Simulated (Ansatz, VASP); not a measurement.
# Two plane-wave programs on GaN

INCAR

```
SYSTEM = GaN
PREC = Accurate
ENCUT = 600
EDIFF = 1E-6
ISMEAR = 0
SIGMA = 0.01
LREAL = .False.
LASPH = .True.
NELM = 200
ALGO = Normal
ISIF = 2
LWAVE = .False.
LCHARG = .False.
MAGMOM = 0 0 0 0 0 0 0 0 0 0 0 0
LORBIT = 11
LSORBIT = .True.
GGA_COMPAT = .False.
LORBMOM = .True.
GGA = PS
NBANDS = 50
```

The input KPOINTS:

```
Automatic mesh
0
Gamma
  9 9 6
  0 0 0
```

File POSCAR:

```
GaN
1.0
    3.1605435996      0.0000000000      0.0000000000
   -1.5802717998      2.7371110471      0.0000000000
    0.0000000000      0.0000000000      5.2032954961
Ga N
2 2
Direct
    0.3333333333      0.6666666667      0.0010894869
    0.6666666667      0.3333333333      0.5010894869
    0.3333333333      0.6666666667      0.3759105131
    0.6666666667      0.3333333333      0.8759105131
```

Input for Ansatz:

```yaml
crystal:
  lattice:
    - [3.1605435996, 0.0, 0.0]
    - [-1.5802717998, 2.7371110471, 0.0]
    - [0.0, 0.0, 5.2032954961]
  atoms:
    - { symbol: Ga, position: [0.3333333333, 0.6666666667, 0.0010894869] }
    - { symbol: Ga, position: [0.6666666667, 0.3333333333, 0.5010894869] }
    - { symbol: "N", position: [0.3333333333, 0.6666666667, 0.3759105131] }
    - { symbol: "N", position: [0.6666666667, 0.3333333333, 0.8759105131] }
basis:
  ecutwfc: 420
kpoints:
  mp_grid: { grid: [9, 9, 6] }
  band_path:
    path:
      - [0.0, 0.0, 0.0]
      - [0.0, 0.0, 0.0]
      - [0.0, 0.0, 0.0]
      - [0.0, 0.0, 0.0]
      - [0.0, 0.0, 0.0]
      - [0.0, 0.0, 0.0]
      - [0.0, 0.0, 0.0]
      - [0.0, 0.0, 0.0]
      - [0.0, 0.0, 0.0]
      - [0.0, 0.0, 0.0]
      - [0.0, 0.0, 0.0]
      - [0.0, 0.0, 0.0]
      - [0.0, 0.0, 0.0]
      - [0.0, 0.0, 0.0]
      - [0.0, 0.0, 0.0]
      - [0.0, 0.0, 0.0]
      - [0.0, 0.0, 0.0]
      - [0.0, 0.0, 0.0]
      - [0.0, 0.0, 0.0]
      - [0.0, 0.0, 0.0]
      - [0.0, 0.0, 0.0]
      - [0.0, 0.0, 0.0]
      - [0.0, 0.0, 0.0]
      - [0.0, 0.0, 0.0]
      - [0.0, 0.0, 0.0]
      - [0.0, 0.0, 0.0]
      - [0.3, 0.0, 0.0]
      - [0.3166666667, 0.0, 0.0]
      - [0.3333333333, 0.0, 0.0]
      - [0.35, 0.0, 0.0]
      - [0.3666666667, 0.0, 0.0]
      - [0.3833333333, 0.0, 0.0]
      - [0.4, 0.0, 0.0]
      - [0.4166666667, 0.0, 0.0]
      - [0.4333333333, 0.0, 0.0]
      - [0.45, 0.0, 0.0]
      - [0.4666666667, 0.0, 0.0]
      - [0.4833333333, 0.0, 0.0]
      - [0.5, 0.0, 0.0]
      - [0.5, 0.0, 0.0]
      - [0.5, 0.0, 0.0416666667]
      - [0.5, 0.0, 0.0833333333]
      - [0.5, 0.0, 0.125]
      - [0.5, 0.0, 0.1666666667]
      - [0.5, 0.0, 0.2083333333]
      - [0.5, 0.0, 0.25]
      - [0.5, 0.0, 0.2916666667]
      - [0.5, 0.0, 0.3333333333]
      - [0.5, 0.0, 0.375]
      - [0.5, 0.0, 0.4166666667]
      - [0.5, 0.0, 0.4583333333]
      - [0.5, 0.0, 0.5]
      - [0.3333333333, 0.3333333333, 0.0]
      - [0.3333333333, 0.3333333333, 0.0]
      - [0.3333333333, 0.3333333333, 0.0]
      - [0.3333333333, 0.3333333333, 0.0]
      - [0.3333333333, 0.3333333333, 0.0]
      - [0.3333333333, 0.3333333333, 0.0]
      - [0.3333333333, 0.3333333333, 0.0]
      - [0.3333333333, 0.3333333333, 0.0]
      - [0.3333333333, 0.3333333333, 0.0]
      - [0.3333333333, 0.3333333333, 0.0]
      - [0.3333333333, 0.3333333333, 0.0]
      - [0.3333333333, 0.3333333333, 0.0]
      - [0.3333333333, 0.3333333333, 0.0]
      - [0.0, 0.0, 0.5]
      - [0.0, 0.0, 0.5]
      - [0.0, 0.0, 0.5]
      - [0.0, 0.0, 0.5]
      - [0.0, 0.0, 0.5]
      - [0.0, 0.0, 0.5]
      - [0.0, 0.0, 0.5]
      - [0.0, 0.0, 0.5]
      - [0.0, 0.0, 0.5]
      - [0.0, 0.0, 0.5]
      - [0.0, 0.0, 0.5]
      - [0.0, 0.0, 0.5]
      - [0.0, 0.0, 0.5]
    npoints: 1
hamiltonian:
  xc: pbesol
  pseudopotentials: { kind: paw_fr, azcp: { folder: soft_1 } }
scf:
  occupations: { method: fixed }
  n_extra_bands: 12
output:
  eigenvalues: true
magnetization:
  noncollinear: true
  spin_orbit: true
```

Alike in both runs: task single point; functional PBEsol; k mesh 9 × 9 × 6; non-collinear spin, spin-orbit coupling.

|  | VASP | Ansatz |
| --- | --- | --- |
| version | VASP 6.6.1 | Ansatz 0.2.0 |
| potentials or method | VASP PAW PBE potentials, release 64 (Ga_d, N), cutoff 600 eV | plane waves, PAW |
| occupations | gaussian, width 0.01 eV | fixed |
| valence electrons in the cell | 36 | 36 |

```csv
,VASP,Ansatz,Ansatz less VASP
net moment per atom (μB),0.00,0.00,0.000
```

VASP's potentials were made for PBE, not for PBEsol, and Ansatz warns of the same on its side.
